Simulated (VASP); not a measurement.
# BAs (F-43m) in VASP: further runs

Aim: see how the results for BAs move with the level of theory and the settings. Levels: revPBE+D3(BJ), PBEsol. Tasks: single point.

All numbers are computed with VASP 6.6.1; they aren't measurements. Logs are shortened: lines on timing, memory, paths and dates and some standing lists are left out, and cuts for length are marked.

## Step 1: The cell of the first run

The structure is cubic, space group F-43m (No. 216). Conventional cell: a = 4.742 Å, b = 4.742 Å, c = 4.742 Å, α = 90.00°, β = 90.00°, γ = 90.00°. As (site symmetry -43m) has 4 B at 2.05 Å within 2.7 Å. B (site symmetry -43m) has 4 As at 2.05 Å within 2.7 Å.

## Step 2: Single point, revPBE+D3(BJ)

File INCAR:

```
  PREC = Accurate
  ENCUT = 560
  EDIFF = 1E-6
  ISMEAR = -1
  SIGMA = 0.05
  LREAL = F
  LASPH = T
  NELM = 120
  ALGO = Normal
  ISIF = 2
  LWAVE = F
  LCHARG = F
  GGA = RE
  IVDW = 12
  NBANDS = 16
  GGA_COMPAT = F
```

File KPOINTS:

```
regular mesh
0
Gamma
  10 10 10
```

File POSCAR:

```
BAs
1.0
    0.0000000000      2.3710881737      2.3710881737
    2.3710881737      0.0000000000      2.3710881737
    2.3710881737      2.3710881737      0.0000000000
As B
1 1
Direct
    0.7500000000      0.7500000000      0.7500000000
    0.0000000000      0.0000000000      0.0000000000
```

Potentials or basis: VASP PAW PBE potentials, release 64 (As_d, B).

On the command line:

```sh
cat potpaw_PBE.64/As_d/POTCAR potpaw_PBE.64/B/POTCAR > POTCAR
mpirun -np 1 vasp_std > vasp.out
```

OUTCAR:

```text
PREC = Accurate
   ENCUT = 560
   EDIFF = 1E-6
   ISMEAR = -1
   LREAL = F
   LASPH = T
   NELM = 120
   ISIF = 2
   GGA = RE
   IVDW = 12
 IVDW          = 12

 ion  position               nearest neighbor table
   1  0.750  0.750  0.750-   2 2.05   2 2.05   2 2.05   2 2.05
   2  0.000  0.000  0.000-   1 2.05   1 2.05   1 2.05   1 2.05

  LATTYP: Found a face centered cubic cell.
 ALAT       =     4.7421763474

  Lattice vectors:

 A1 = (   0.0000000000,   2.3710881737,   2.3710881737)
 A2 = (   2.3710881737,   0.0000000000,   2.3710881737)
 A3 = (   2.3710881737,   2.3710881737,   0.0000000000)

Analysis of symmetry for initial positions (statically):
=====================================================================
 Subroutine PRICEL returns:
 Original cell was already a primitive cell.

 Routine SETGRP: Setting up the symmetry group for a
 face centered cubic supercell.

 Subroutine GETGRP returns: Found 24 space group operations
 (whereof 24 operations were pure point group operations)
 out of a pool of 48 trial point group operations.

The static configuration has the point symmetry T_d .

Analysis of symmetry for dynamics (positions and initial velocities):
=====================================================================
 Subroutine PRICEL returns:
 Original cell was already a primitive cell.

 Routine SETGRP: Setting up the symmetry group for a
 face centered cubic supercell.

 Subroutine GETGRP returns: Found 24 space group operations
 (whereof 24 operations were pure point group operations)
 out of a pool of 48 trial point group operations.

The dynamic configuration has the point symmetry T_d .

 Subroutine INISYM returns: Found 24 space group operations
 (whereof 24 operations are pure point group operations),
 and found     1 'primitive' translations

----------------------------------------------------------------------------------------

                                     Primitive cell

  volume of cell :      26.6608

  direct lattice vectors                    reciprocal lattice vectors
     0.000000000  2.371088174  2.371088174    -0.210873643  0.210873643  0.210873643
     2.371088174  0.000000000  2.371088174     0.210873643 -0.210873643  0.210873643
     2.371088174  2.371088174  0.000000000     0.210873643  0.210873643 -0.210873643

  length of vectors
     3.353225053  3.353225053  3.353225053     0.365243863  0.365243863  0.365243863

  position of ions in fractional coordinates (direct lattice)
     0.750000000  0.750000000  0.750000000
     0.000000000  0.000000000  0.000000000

  ion indices of the primitive-cell ions
   primitive index   ion index
                 1           1
                 2           2

----------------------------------------------------------------------------------------

 KPOINTS: regular mesh

Automatic generation of k-mesh.
 Grid dimensions read from file:
 generate k-points for:   10   10   10

 Generating k-lattice:

  Cartesian coordinates                     Fractional coordinates (reciprocal lattice)
    -0.021087364  0.021087364  0.021087364     0.100000000  0.000000000  0.000000000
     0.021087364 -0.021087364  0.021087364     0.000000000  0.100000000  0.000000000
     0.021087364  0.021087364 -0.021087364     0.000000000  0.000000000  0.100000000

  Length of vectors
     0.036524386  0.036524386  0.036524386

  Shift w.r.t. Gamma in fractional coordinates (k-lattice)
     0.000000000  0.000000000  0.000000000

 Subroutine IBZKPT returns following result:
 ===========================================

 Found     47 irreducible k-points:

 Following reciprocal coordinates:
            Coordinates               Weight
  0.000000  0.000000  0.000000      1.000000
  0.100000  0.000000  0.000000      8.000000
  0.200000  0.000000  0.000000      8.000000
  0.300000  0.000000  0.000000      8.000000
  0.400000  0.000000  0.000000      8.000000
  0.500000  0.000000  0.000000      4.000000
[... 16 lines left out ...]
  0.300000  0.300000  0.000000      6.000000
  0.400000  0.300000  0.000000     24.000000
 [... further k-points ...]
   k-points           NKPTS =     47   k-points in BZ     NKDIM =     47   number of bands    NBANDS=     16
   number of dos      NEDOS =    301   number of ions     NIONS =      2
   total plane-waves  NPLWV =  21952
   dimension x,y,z NGX =    28 NGY =   28 NGZ =   28
   dimension x,y,z NGXF=    56 NGYF=   56 NGZF=   56
   ions per type =               1   1
   NGX,Y,Z   is equivalent  to a cutoff of  13.88, 13.88, 13.88 a.u.
   NGXF,Y,Z  is equivalent  to a cutoff of  27.76, 27.76, 27.76 a.u.
 SYSTEM =  unknown system
   PREC   = accura    normal or accurate (medium, high low for compatibility)
   ISTART =      0    job   : 0-new  1-cont  2-samecut
   ICHARG =      2    charge: 1-file 2-atom 10-const
   ISPIN  =      1    spin polarized calculation?
   LNONCOLLINEAR =      F non collinear calculations
   LSORBIT =      F    spin-orbit coupling
   LASPH  =      T    aspherical Exc in radial PAW
   ENCUT  =  560.0 eV  41.16 Ry    6.42 a.u.   6.47  6.47  6.47*2*pi/ulx,y,z
   NELM   =    120;   NELMIN=  2; NELMDL= -5     # of ELM steps
   EDIFF  = 0.1E-05   stopping-criterion for ELM
   LREAL  =      F    real-space projection
   EDIFFG = 0.1E-04   stopping-criterion for IOM
   NSW    =      0    number of steps for IOM
   IBRION =     -1    ionic relax: 0-MD 1-quasi-New 2-CG
   NFREE  =      0    steps in history (QN), initial steepest desc. (CG)
   ISIF   =      2    stress and relaxation
   ISYM   =      2    0-nonsym 1-usesym 2-fastsym
   POTIM  = 0.5000    time-step for ionic-motion
   TEBEG  =    0.0;   TEEND  =   0.0 temperature during run
   PSTRESS=    0.0 pullay stress
   NELECT =      18.0000    total number of electrons
   NUPDOWN=      -1.0000    fix difference up-down
   EMIN   =  10.00;   EMAX   =-10.00  energy-range for DOS
   EFERMI =   0.00;   METHOD = LEGACY
   ISMEAR =    -1;   SIGMA  =   0.05  broadening in eV -4-tet -1-fermi 0-gaus
   EFERMI_NEDOS =   21; number of points for ismear=-14 and -15
   IALGO  =     38    algorithm
   IMIX   =      4    mixing-type and parameters
     AMIX     =   0.40;   BMIX     =  1.00
     AMIX_MAG =   1.60;   BMIX_MAG =  1.00
  volume/ion in A,a.u.               =      13.33        89.96
  Fermi-wavevector in a.u.,A,eV,Ry     =   1.436177  2.713981 28.063436  2.062604
  Thomas-Fermi vector in A             =   2.555394
   LORBIT       =      0    0 simple, 1 ext, 2 COOP (PROOUT), +10 PAW based schemes
   GGA     = RE    functional components
   LHFCALC =     F    Hartree Fock is set to
   AEXX    =    0.0000 exact exchange contribution
   IVDW    =    12    specifies the selected vdW correction
   LEPSILON=     F    determine dielectric tensor
   LRPA    =     F    only Hartree local field effects (RPA)
 non-spin polarized calculation
  energy-cutoff  :      560.00
  volume of cell :       26.66
 maximum number of plane-waves:       821
 NGX is ok and might be reduce to    28
   NGX = 13   NGY = 13   NGZ = 13

 number of electron      18.0000006 magnetization

 Free energy of the ion-electron system (eV)
  ---------------------------------------------------
  ext. energy  EPLUGINS =         0.00000000
  ---------------------------------------------------
  free energy    TOTEN  =       -10.86108395 eV

  energy without entropy =      -10.86108387  energy(sigma->0) =      -10.86108391

 E-fermi :   5.6705     XC(G=0): -11.1559

 val. band max:        5.0966754883   @ k =   0.0000   0.0000   0.0000
 cond. band min:       6.2790807907   @ k =   0.4000   0.4000   0.0000
 fundamental gap:      1.1824053023
 Fermi energy:         5.6705156075

 k-point     1 :       0.0000    0.0000    0.0000
  band No.  band energies     occupation
      1     -30.7508      2.00000
      2     -30.7508      2.00000
      3     -30.7508      2.00000
      4     -30.7257      2.00000
      5     -30.7257      2.00000
      6     -10.5116      2.00000
[... 8 lines left out ...]
     15      18.3308      0.00000
     16      18.3308      0.00000

 k-point     2 :       0.1000    0.0000    0.0000
  band No.  band energies     occupation
      1     -30.7504      2.00000
      2     -30.7499      2.00000
      3     -30.7499      2.00000
      4     -30.7257      2.00000
      5     -30.7257      2.00000
      6     -10.3439      2.00000
[... 8 lines left out ...]
     15      17.1778      0.00000
     16      17.1778      0.00000

 k-point     3 :       0.2000    0.0000    0.0000
  band No.  band energies     occupation
      1     -30.7495      2.00000
      2     -30.7479      2.00000
      3     -30.7479      2.00000
      4     -30.7254      2.00000
      5     -30.7254      2.00000
      6      -9.8489      2.00000
[... 8 lines left out ...]
     15      16.4265      0.00000
     16      16.5426      0.00000

 k-point     4 :       0.3000    0.0000    0.0000
  band No.  band energies     occupation
      1     -30.7484      2.00000
      2     -30.7459      2.00000
      3     -30.7459      2.00000
      4     -30.7246      2.00000
      5     -30.7246      2.00000
      6      -9.0620      2.00000
[... 8 lines left out ...]
     15      16.9015      0.00000
     16      16.9015      0.00000

 k-point     5 :       0.4000    0.0000    0.0000
  band No.  band energies     occupation
      1     -30.7476      2.00000
      2     -30.7447      2.00000
      3     -30.7447      2.00000
      4     -30.7235      2.00000
      5     -30.7235      2.00000
      6      -8.1147      2.00000
[... 8 lines left out ...]
     15      18.5002      0.00000
     16      18.5002      0.00000

 k-point     6 :       0.5000    0.0000    0.0000
  band No.  band energies     occupation
      1     -30.7472      2.00000
      2     -30.7443      2.00000
      3     -30.7443      2.00000
      4     -30.7230      2.00000
      5     -30.7230      2.00000
      6      -7.5549      2.00000
[... 8 lines left out ...]
     15      20.0065      0.00000
     16      20.0065      0.00000

 k-point     7 :       0.1000    0.1000    0.0000
  band No.  band energies     occupation
      1     -30.7513      2.00000
      2     -30.7491      2.00000
      3     -30.7491      2.00000
      4     -30.7263      2.00000
      5     -30.7251      2.00000
      6     -10.2878      2.00000
[... 8 lines left out ...]
     15      15.8872      0.00000
     16      18.5807      0.00000

 k-point     8 :       0.2000    0.1000    0.0000
  band No.  band energies     occupation
      1     -30.7512      2.00000
      2     -30.7472      2.00000
      3     -30.7470      2.00000
      4     -30.7267      2.00000
      5     -30.7245      2.00000
      6      -9.9011      2.00000
[... 8 lines left out ...]
     15      16.9561      0.00000
     16      18.0027      0.00000

 k-point     9 :       0.3000    0.1000    0.0000
  band No.  band energies     occupation
      1     -30.7500      2.00000
      2     -30.7453      2.00000
      3     -30.7449      2.00000
      4     -30.7264      2.00000
      5     -30.7236      2.00000
      6      -9.2071      2.00000
[... 8 lines left out ...]
     15      17.5642      0.00000
     16      18.0995      0.00000
[... 172 lines left out ...]
 k-point    19 :       0.5000    0.2000    0.0000
  band No.  band energies     occupation
      1     -30.7491      2.00000
      2     -30.7414      2.00000
      3     -30.7401      2.00000
      4     -30.7266      2.00000
      5     -30.7221      2.00000
      6      -7.3048      2.00000
[... 8 lines left out ...]
     15      20.2691      0.00000
     16      20.3606      0.00000

 k-point    20 :      -0.4000    0.2000    0.0000
  band No.  band energies     occupation
      1     -30.7472      2.00000
      2     -30.7426      2.00000
      3     -30.7406      2.00000
      4     -30.7251      2.00000
      5     -30.7235      2.00000
      6      -7.1266      2.00000
[... 8 lines left out ...]
     15      17.8882      0.00000
     16      20.4044      0.00000

 k-point    21 :      -0.3000    0.2000    0.0000
  band No.  band energies     occupation
      1     -30.7466      2.00000
      2     -30.7440      2.00000
      3     -30.7421      2.00000
      4     -30.7252      2.00000
      5     -30.7239      2.00000
      6      -7.8988      2.00000
[... 8 lines left out ...]
     15      17.4818      0.00000
     16      20.7430      0.00000

 k-point    22 :      -0.2000    0.2000    0.0000
  band No.  band energies     occupation
      1     -30.7480      2.00000
      2     -30.7447      2.00000
      3     -30.7445      2.00000
      4     -30.7262      2.00000
      5     -30.7237      2.00000
      6      -8.7927      2.00000
[... 8 lines left out ...]
     15      18.0044      0.00000
     16      19.5923      0.00000

 k-point    23 :       0.3000    0.3000    0.0000
  band No.  band energies     occupation
      1     -30.7545      2.00000
      2     -30.7394      2.00000
      3     -30.7394      2.00000
      4     -30.7299      2.00000
      5     -30.7215      2.00000
      6      -8.5521      2.00000
[... 8 lines left out ...]
     15      20.5017      0.00000
     16      20.5848      0.00000

 k-point    24 :       0.4000    0.3000    0.0000
  band No.  band energies     occupation
      1     -30.7543      2.00000
      2     -30.7377      2.00000
      3     -30.7374      2.00000
      4     -30.7303      2.00000
      5     -30.7207      2.00000
      6      -7.8040      2.00000
[... 8 lines left out ...]
     15      21.2844      0.00000
     16      21.4047      0.00000

 [... further k-points ...]

------------------------ aborting loop because EDIFF is reached ----------------------------------------

 Edisp (eV)   -1.33207

 E8    (eV) :    -0.8963

  FORCE on cell =-STRESS in cart. coord.  units (eV):
  Direction    XX          YY          ZZ          XY          YZ          ZX
  --------------------------------------------------------------------------------------
  -------------------------------------------------------------------------------------
  Total      -0.02792    -0.02792    -0.02792    -0.00000    -0.00000    -0.00000
  in kB      -1.67786    -1.67786    -1.67786    -0.00000    -0.00000    -0.00000
  external pressure =       -1.68 kB  Pullay stress =        0.00 kB

 VOLUME and BASIS-vectors are now :
 -----------------------------------------------------------------------------
  energy-cutoff  :      560.00
  volume of cell :       26.66
      direct lattice vectors                 reciprocal lattice vectors
     0.000000000  2.371088174  2.371088174    -0.210873643  0.210873643  0.210873643
     2.371088174  0.000000000  2.371088174     0.210873643 -0.210873643  0.210873643
     2.371088174  2.371088174  0.000000000     0.210873643  0.210873643 -0.210873643

 POSITION                                       TOTAL-FORCE (eV/Angst)
 -----------------------------------------------------------------------------------
      3.55663      3.55663      3.55663        -0.000000     -0.000000     -0.000000
      0.00000      0.00000      0.00000         0.000000      0.000000      0.000000
 -----------------------------------------------------------------------------------
    total drift:                               -0.000001     -0.000001     -0.000001

  FREE ENERGIE OF THE ION-ELECTRON SYSTEM (eV)
  ---------------------------------------------------
  free  energy   TOTEN  =       -12.1931524614 eV

  energy  without entropy=      -12.1931523794  energy(sigma->0) =      -12.19315242
```

Run time: 22 s. Hardware: 1 thread of AMD EPYC 7R13 (Zen 3), shared host; peak memory 0.15 GiB.

What came out:

```
Free energy                : -12.1932 eV
Pressure                   : -0.2 GPa
Band gap on the k mesh     : 1.18 eV (least direct gap 3.31 eV)
Dispersion energy per atom : -0.666 eV
```

Levels at points of the mesh, in eV from the valence-band top:
| k point | band 7 | band 8 | band 9 | band 10 | band 11 | band 12 |
| --- | --- | --- | --- | --- | --- | --- |
| (0.00, 0.00, 0.00) | 0.00 | 0.00 | 0.00 | 3.31 | 3.31 | 3.31 |
| (0.50, 0.00, 0.00) | -8.95 | -1.86 | -1.86 | 2.84 | 4.83 | 4.83 |
| (0.50, 0.50, 0.00) | -8.67 | -4.17 | -4.17 | 1.42 | 1.47 | 11.68 |

Caveat: the PAW data sets were made with another functional, which shifts forces and pressure a little. revPBE gaps usually lie below the measured ones, often by a third to a half.

## Step 3: Single point, PBEsol

File INCAR:

```
ALGO = Normal
EDIFF = 1E-6
ENCUT = 560
GGA = PS
GGA_COMPAT = False
ISIF = 2
ISMEAR = -1
LASPH = True
LCHARG = True
LELF = True
LREAL = False
LVHAR = True
LWAVE = False
NBANDS = 16
NELM = 120
PREC = Accurate
SIGMA = 0.05
```

File KPOINTS:

```
k-points
0
Gamma
  10 10 10
```

File POSCAR:

```
BAs
1.0
    0.0000000000      2.3724693156      2.3724693156
    2.3724693156      0.0000000000      2.3724693156
    2.3724693156      2.3724693156      0.0000000000
As B
1 1
Direct
    0.7500000000      0.7500000000      0.7500000000
    0.0000000000      0.0000000000      0.0000000000
```

Potentials or basis: VASP PAW PBE potentials, release 64 (As_d, B).

On the command line:

```sh
cat potpaw_PBE.64/As_d/POTCAR potpaw_PBE.64/B/POTCAR > POTCAR
mpirun -np 1 vasp_std > vasp.out
```

It took 10 s on 1 thread of Intel Xeon 6975P-C (Granite Rapids), shared host; peak memory 0.16 GiB.

It converged, with:

| Property | Result |
| --- | --- |
| Free energy | -12.2496 eV |
| Pressure | 1.9 GPa |
| Band gap on the k mesh | 1.07 eV (least direct gap 3.27 eV) |

Levels at points of the mesh, in eV from the valence-band top:
```
           k point  band 5  band 6  band 7  band 8  band 9  band 10  band 11  band 12  band 13  band 14
(0.00, 0.00, 0.00)  -35.71  -15.62    0.00    0.00    0.00     3.27     3.27     3.27     4.93     9.44
(0.50, 0.00, 0.00)  -35.71  -12.67   -8.97   -1.86   -1.86     2.77     4.77     4.77     8.76    12.72
(0.50, 0.50, 0.00)  -35.70  -11.33   -8.63   -4.18   -4.18     1.30     1.33    11.58    11.58    12.98
```

Caveat: the PAW data sets were made with another functional, which shifts forces and pressure a little.
